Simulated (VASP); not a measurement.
# SiO2 (P6_422) in VASP: relaxation of cell and atoms with r2SCAN

Aim: the relaxation of cell and atoms of SiO2 with r2SCAN.

Program: VASP 6.6.1. These are calculated values, not measurements. Logs are shortened: lines on timing, memory, paths and dates and some standing lists are left out, and cuts for length are marked.

## Step 1: The cell of the first run

It takes space group P6_422 (No. 181, hexagonal). The conventional cell has a = 4.925 Å, b = 4.925 Å, c = 5.422 Å, α = 90.00°, β = 90.00°, γ = 120.00°. Si (site symmetry 222) has 4 O at 1.57 Å within 2.1 Å. Within 2.1 Å of O (site symmetry 2) lie 2 Si at 1.57 Å.

## Step 2: Relaxation of cell and atoms, r2SCAN, target pressure 12 GPa, at which the enthalpy is minimised

The input, POSCAR:

```
SiO2
1.0
    4.9245402087      0.0000000000      0.0000000000
   -2.4622701044      4.2647769227      0.0000000000
    0.0000000000      0.0000000000      5.4222482224
Si O
3 6
Direct
    0.0000000000      0.5000000000      0.3333333333
    0.5000000000      0.5000000000      0.6666666667
    0.5000000000      0.0000000000      0.0000000000
    0.5880607321      0.7940303661      0.8333333333
    0.7940303661      0.5880607321      0.5000000000
    0.7940303661      0.2059696339      0.1666666667
    0.4119392679      0.2059696339      0.8333333333
    0.2059696339      0.4119392679      0.5000000000
    0.2059696339      0.7940303661      0.1666666667
```

The input, INCAR.step1:

```
SYSTEM = SiO2
ALGO = Normal
EDIFF = 1E-4
ENCUT = 600
GGA = PE
ISMEAR = 0
LASPH = .TRUE.
LCHARG = .FALSE.
LREAL = .FALSE.
LWAVE = .TRUE.
NELM = 100
PREC = Accurate
SIGMA = 0.02
```

The input, INCAR.step2:

```
SYSTEM = SiO2
ALGO = Normal
EDIFF = 1E-7
EDIFFG = -0.008
ENCUT = 600
IBRION = 2
ISIF = 3
ISMEAR = 0
ISTART = 1
LASPH = .TRUE.
LCHARG = .FALSE.
LMIXTAU = .TRUE.
LREAL = .FALSE.
LWAVE = .FALSE.
METAGGA = R2SCAN
NELM = 100
NSW = 70
PREC = Accurate
PSTRESS = 120.0
SIGMA = 0.02
```

The input, KPOINTS:

```
k-points
0
G
  6 6 4
  0 0 0
```

Potentials or basis: VASP PAW PBE potentials, release 64 (Si, O).

Launch:

```
> cat potpaw_PBE.64/Si/POTCAR potpaw_PBE.64/O/POTCAR > POTCAR
> cp INCAR.step1 INCAR
> mpirun -np 1 vasp_std > vasp.out
> cp INCAR.step2 INCAR
> mpirun -np 1 vasp_std > vasp.out
```

OUTCAR:

```text
SYSTEM = SiO2
   EDIFF = 1E-7
   EDIFFG = -0.008
   ENCUT = 600
   IBRION = 2
   ISIF = 3
   ISMEAR = 0
   ISTART = 1
   LASPH = .TRUE.
   LREAL = .FALSE.
   METAGGA = R2SCAN
   NELM = 100
   NSW = 70
   PREC = Accurate
   PSTRESS = 120.0

 ion  position               nearest neighbor table
   1  0.000  0.500  0.333-   6 1.57   9 1.57   8 1.57   5 1.57   3 3.05   3 3.05   2 3.05   2 3.05

   2  0.500  0.500  0.667-   4 1.57   7 1.57   5 1.57   8 1.57   3 3.05   3 3.05   1 3.05   1 3.05

   3  0.500  0.000  0.000-   4 1.57   7 1.57   6 1.57   9 1.57   1 3.05   1 3.05   2 3.05   2 3.05

   4  0.588  0.794  0.833-   3 1.57   2 1.57
   5  0.794  0.588  0.500-   1 1.57   2 1.57
   6  0.794  0.206  0.167-   1 1.57   3 1.57
   7  0.412  0.206  0.833-   3 1.57   2 1.57
   8  0.206  0.412  0.500-   1 1.57   2 1.57
   9  0.206  0.794  0.167-   1 1.57   3 1.57

  LATTYP: Found a hexagonal cell.
 ALAT       =     4.9245402087
 C/A-ratio  =     1.1010669002

  Lattice vectors:

 A1 = (   4.9245402087,   0.0000000000,   0.0000000000)
 A2 = (  -2.4622701044,   4.2647769227,   0.0000000000)
 A3 = (   0.0000000000,   0.0000000000,   5.4222482224)

Analysis of symmetry for initial positions (statically):
=====================================================================
 Subroutine PRICEL returns:
 Original cell was already a primitive cell.

 Routine SETGRP: Setting up the symmetry group for a
 hexagonal supercell.

 Subroutine GETGRP returns: Found 12 space group operations
 (whereof  4 operations were pure point group operations)
 out of a pool of 24 trial point group operations.

The static configuration has the point symmetry D_2 .
 The point group associated with its full space group is D_6 .

Analysis of symmetry for dynamics (positions and initial velocities):
=====================================================================
 Subroutine PRICEL returns:
 Original cell was already a primitive cell.

 Routine SETGRP: Setting up the symmetry group for a
 hexagonal supercell.

 Subroutine GETGRP returns: Found 12 space group operations
 (whereof  4 operations were pure point group operations)
 out of a pool of 24 trial point group operations.

The dynamic configuration has the point symmetry D_2 .
 The point group associated with its full space group is D_6 .

 Subroutine INISYM returns: Found 12 space group operations
 (whereof  4 operations are pure point group operations),
 and found     1 'primitive' translations

----------------------------------------------------------------------------------------

                                     Primitive cell

  volume of cell :     113.8784

  direct lattice vectors                    reciprocal lattice vectors
[... 117 lines left out ...]
     AMIX_MAG =   1.60;   BMIX_MAG =  1.00
  volume/ion in A,a.u.               =      12.65        85.39
  Fermi-wavevector in a.u.,A,eV,Ry     =   1.227462  2.319567 20.499399  1.506663
  Thomas-Fermi vector in A             =   2.362425
   LORBIT       =      0    0 simple, 1 ext, 2 COOP (PROOUT), +10 PAW based schemes
   METAGGA = R2SCAN    functional components
   LHFCALC =     F    Hartree Fock is set to
   AEXX    =    0.0000 exact exchange contribution
   IVDW    =     0    specifies the selected vdW correction
   LEPSILON=     F    determine dielectric tensor
   LRPA    =     F    only Hartree local field effects (RPA)
 conjugate gradient relaxation of ions
 non-spin polarized calculation
 Gauss-broadening in eV      SIGMA  =   0.02
  energy-cutoff  :      600.00
  volume of cell :      113.88
 maximum number of plane-waves:      3828
 NGX is ok and might be reduce to    40
   NGX = 19   NGY = 19   NGZ = 21

--------------------------------------- Ionic step        1  -------------------------------------------

 number of electron      47.9999995 magnetization

 Free energy of the ion-electron system (eV)
  ---------------------------------------------------
  ext. energy  EPLUGINS =         0.00000000
  ---------------------------------------------------
  free energy    TOTEN  =       -88.98908531 eV

  energy without entropy =      -88.98908531  energy(sigma->0) =      -88.98908531

------------------------ aborting loop because EDIFF is reached ----------------------------------------

  FORCE on cell =-STRESS in cart. coord.  units (eV):
  Direction    XX          YY          ZZ          XY          YZ          ZX
  --------------------------------------------------------------------------------------
  -------------------------------------------------------------------------------------
  Total       10.6321780     10.6321780     10.7445836     -0.0000000      0.0000000      0.0000000
  in kB      149.5861611    149.5861611    151.1676180     -0.0000000      0.0000000      0.0000000
  external PRESSURE =      30.1133134 kB  Pullay stress =     120.0000000 kB
[... 32 lines left out ...]
--------------------------------------- Ionic step        2  -------------------------------------------

 number of electron      47.9999986 magnetization

 E-fermi :   0.5194     XC(G=0):  -9.4193

 val. band max:        0.3687916630   @ k =   0.0000   0.0000   0.5000
 cond. band min:       6.7729688666   @ k =   0.0000   0.0000   0.0000
 fundamental gap:      6.4041772036
 Fermi energy:         0.5194349767

 k-point     1 :       0.0000    0.0000    0.0000
  band No.  band energies     occupation
      1     -20.1864      2.00000
      2     -18.6801      2.00000
      3     -18.6801      2.00000
      4     -18.0685      2.00000
      5     -18.0685      2.00000
      6     -18.0053      2.00000
[... 746 lines left out ...]
  energy  without entropy=      -89.1344458092  energy(sigma->0) =      -89.13444581

  enthalpy is  TOTEN    =       -80.4856192366 eV   P V=        8.6488265726

[... ionic steps 4 to 9 ...]

--------------------------------------- Ionic step       10  -------------------------------------------

 number of electron      47.9999985 magnetization

------------------------ aborting loop because EDIFF is reached ----------------------------------------
[... 85 lines left out ...]
--------------------------------------- Ionic step       12  -------------------------------------------

 number of electron      47.9999985 magnetization

 Free energy of the ion-electron system (eV)
  ---------------------------------------------------
  ext. energy  EPLUGINS =         0.00000000
  ---------------------------------------------------
  free energy    TOTEN  =       -89.03542410 eV

  energy without entropy =      -89.03542410  energy(sigma->0) =      -89.03542410

 E-fermi :   0.7977     XC(G=0):  -9.5884

 val. band max:        0.6509649375   @ k =   0.0000   0.0000   0.5000
 cond. band min:       7.1371997069   @ k =   0.0000   0.0000   0.0000
 fundamental gap:      6.4862347694
 Fermi energy:         0.7977202456

 k-point     1 :       0.0000    0.0000    0.0000
  band No.  band energies     occupation
      1     -20.0814      2.00000
      2     -18.5333      2.00000
      3     -18.5333      2.00000
      4     -17.8759      2.00000
      5     -17.8759      2.00000
      6     -17.7677      2.00000
[... 701 lines left out ...]
  energy  without entropy=      -89.0354241016  energy(sigma->0) =      -89.03542410

  enthalpy is  TOTEN    =       -80.5091239219 eV   P V=        8.5263001797

 reached required accuracy - stopping structural energy minimisation
```

OSZICAR.step1:

```text
N       E                     dE             d eps       ncg     rms          rms(c)
DAV:   1     0.356214702955E+03    0.35621E+03   -0.27851E+04  1218   0.171E+03
DAV:   2    -0.580509948856E+02   -0.41427E+03   -0.40262E+03  1626   0.367E+02
DAV:   3    -0.807059766428E+02   -0.22655E+02   -0.22592E+02  1428   0.970E+01
DAV:   4    -0.809986818853E+02   -0.29271E+00   -0.29226E+00  1428   0.119E+01
DAV:   5    -0.810042421354E+02   -0.55603E-02   -0.55589E-02  1388   0.163E+00    0.281E+01
DAV:   6    -0.705338000637E+02    0.10470E+02   -0.43652E+01  1368   0.380E+01    0.130E+01
DAV:   7    -0.704573765366E+02    0.76424E-01   -0.12208E+00  1515   0.581E+00    0.494E+00
DAV:   8    -0.704392714495E+02    0.18105E-01   -0.85557E-02  1413   0.225E+00    0.158E+00
DAV:   9    -0.704478833195E+02   -0.86119E-02   -0.27561E-02  1403   0.121E+00    0.326E-01
DAV:  10    -0.704499994444E+02   -0.21161E-02   -0.33145E-03  1398   0.355E-01    0.883E-02
DAV:  11    -0.704499980717E+02    0.13726E-05   -0.70422E-04  1423   0.170E-01
   1 F= -.70449998E+02 E0= -.70449998E+02  d E =-.791367E-20
```

It took 79 min on 1 thread of Intel Xeon 8259CL, shared host; peak memory 0.33 GiB.

What came out:

| Quantity | Value |
| --- | --- |
| Free energy | -89.0354 eV |
| Relaxed volume | 12.65 Å³/atom |
| Relaxed cell | a = 4.896 Å, b = 4.896 Å, c = 5.485 Å, α = 90.00°, β = 90.00°, γ = 120.00° |
| Space group after relaxing (to 0.1 Å) | P6_422 (No. 181) |
| Energy change on relaxing (the run minimises the enthalpy) | -5.1 meV/atom |
| Ionic steps | 12 |
| Pressure after relaxing | 12.0 GPa |
| Largest force after relaxing | 0.007 eV/Å |
| Band gap on the k mesh | 6.49 eV (least direct gap 6.60 eV) |

Forces in eV/Å, atoms in the order of the input:
```
Si   0.000  0.000  0.000
Si   0.000  0.000  0.000
Si   0.000  0.000  0.000
O    0.006  0.004  0.000
O    0.000  0.007  0.000
O    0.006 -0.004  0.000
O   -0.006 -0.004  0.000
O    0.000 -0.007  0.000
O   -0.006  0.004  0.000
```

Step by step:
| step | energy change (eV) | largest force (eV/Å) | pressure (GPa) | volume (Å³) |
| --- | --- | --- | --- | --- |
| 1 | 0.0000 | 0.4351 | 15.01 | 113.88 |
| 2 | -0.2685 | 0.1435 | 5.54 | 117.84 |
| 3 | -0.1454 | 0.1944 | 10.99 | 115.47 |
| 4 | -0.1109 | 0.1105 | 11.40 | 114.83 |
| 5 | -0.0513 | 0.0088 | 11.98 | 113.94 |
| 6 | -0.0470 | 0.0008 | 12.10 | 113.87 |
| 7 | -0.0387 | 0.0168 | 12.28 | 113.74 |
| 8 | -0.0180 | 0.0499 | 12.66 | 113.48 |
| 9 | -0.0339 | 0.0254 | 12.39 | 113.68 |
| 10 | -0.0585 | 0.0115 | 11.59 | 114.00 |
| 11 | -0.0456 | 0.0082 | 12.01 | 113.83 |
| 12 | -0.0463 | 0.0071 | 11.99 | 113.84 |

Final structure:
```
Si O
1.0
     4.89557    0.00000    0.00000
    -2.44778    4.23968    0.00000
     0.00000    0.00000    5.48471
Si O
3 6
Direct
  0.00000 0.50000 0.33333
  0.50000 0.50000 0.66667
  0.50000 0.00000 0.00000
  0.59683 0.79841 0.83333
  0.79841 0.59683 0.50000
  0.79841 0.20159 0.16667
  0.40317 0.20159 0.83333
  0.20159 0.40317 0.50000
  0.20159 0.79841 0.16667
```

Caveat: the cell is relaxed towards a set pressure, so the run minimises the enthalpy, not the energy; the PAW data sets were made with another functional, which shifts forces and pressure a little. A k mesh can miss the band edges.
